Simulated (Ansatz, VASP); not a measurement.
**Two plane-wave programs on BeSn3**

The input INCAR:

```
SYSTEM = BeSn3
ALGO     = Normal         ! electronic algorithm
EDIFF    = 1E-7           ! SCF threshold, eV
ENCUT    = 520            ! plane-wave cutoff, eV
GGA      = PE             ! functional
ISIF     = 2              ! what is computed and relaxed
ISMEAR   = 0              ! smearing method
LASPH    = .True.         ! aspherical terms in the spheres
LCHARG   = .False.        ! write CHGCAR
LREAL    = .False.        ! projectors in reciprocal space
LWAVE    = .False.        ! write WAVECAR
NBANDS   = 30             ! bands
NELM     = 80             ! most SCF steps
PREC     = Accurate       ! precision mode
SIGMA    = 0.1            ! smearing width, eV
```

Contents of KPOINTS:

```
k-points
0
Gamma
  4 4 4
  0 0 0
```

File POSCAR:

```
BeSn3
1.0
    4.3589605485      0.0000000000      0.0000000000
    0.0000000000      4.3589605485      0.0000000000
    0.0000000000      0.0000000000      4.3589605485
Be Sn
1 3
Direct
    0.0000000000      0.0000000000      0.0000000000
    0.0000000000      0.5000000000      0.5000000000
    0.5000000000      0.0000000000      0.5000000000
    0.5000000000      0.5000000000      0.0000000000
```

Input for Ansatz:

```yaml
crystal:
  lattice:
    - [4.3589605485, 0.0, 0.0]
    - [0.0, 4.3589605485, 0.0]
    - [0.0, 0.0, 4.3589605485]
  atoms:
    - { symbol: Be, position: [0.0, 0.0, 0.0] }
    - { symbol: Sn, position: [0.0, 0.5, 0.5] }
    - { symbol: Sn, position: [0.5, 0.0, 0.5] }
    - { symbol: Sn, position: [0.5, 0.5, 0.0] }
basis:
  ecutwfc: 420
kpoints:
  mp_grid: { grid: [4, 4, 4] }
hamiltonian:
  xc: pbe
scf:
  occupations: { method: gaussian, width: 0.1 }
  lower_state_search: "off"
output:
  forces: true
  stress: true
  eigenvalues: true
```

Alike in both runs: task single point; functional PBE; k mesh 4 × 4 × 4; occupations gaussian, width 0.1 eV; no spin polarisation.

```csv
,VASP,Ansatz
version,VASP 6.6.1,Ansatz 0.2.0
potentials or method,"VASP PAW PBE potentials, release 64 (Be, Sn_d), cutoff 520 eV","scalar-relativistic, plane waves, PAW"
valence electrons in the cell,44,44
```

|  | VASP | Ansatz | Ansatz less VASP |
| --- | --- | --- | --- |
| gap on the k mesh at the Fermi level (eV) | none | none | - |
| pressure (GPa) | 9.5 | 9.5 | +0.05 |

A gap of «none» marks a metal or a gap that the smearing closes.

The k mesh is coarse, so the values compare programs but aren't converged.
